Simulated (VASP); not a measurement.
Crystal: As.

```
As
1.0
     0.00000    2.09161    2.09161
     2.09161    0.00000    2.09161
     2.09161    2.09161    0.00000
As
1
Direct
  0.00000 0.00000 0.00000
```

```yaml
Program: VASP 6.6.1
Task: relaxation of cell and atoms
Functional: r2SCAN
Potentials_or_basis: VASP PAW PBE potentials, release 64 (As)
Cutoff: 600 eV
k_mesh: 13 × 13 × 13
Occupations: fermi-dirac, width 0.1 eV
Spin: no spin polarisation
```

At the start: pressure 3.8 GPa; volume 18.30 Å³/atom.

Problem. How do energy, volume and symmetry change on relaxing?

Solution. Over 3 steps the energy falls by 8.8 meV/atom and the volume is 19.08 Å³/atom (+4.3 %); space group Fm-3m (No. 225, to 0.05 Å).

The path:
| step | energy change (eV) | largest force (eV/Å) | pressure (GPa) | volume (Å³) |
| --- | --- | --- | --- | --- |
| 1 | 0.0000 | 0.0000 | 3.75 | 18.30 |
| 2 | -0.0069 | 0.0000 | -1.56 | 19.46 |
| 3 | -0.0088 | 0.0000 | 0.01 | 19.08 |

Final structure:
```
As
1.0
     0.00000    2.12091    2.12091
     2.12091    0.00000    2.12091
     2.12091    2.12091    0.00000
As
1
Direct
  0.00000 0.00000 0.00000
```

Caveat: the PAW data sets were made with another functional, which shifts forces and pressure a little.
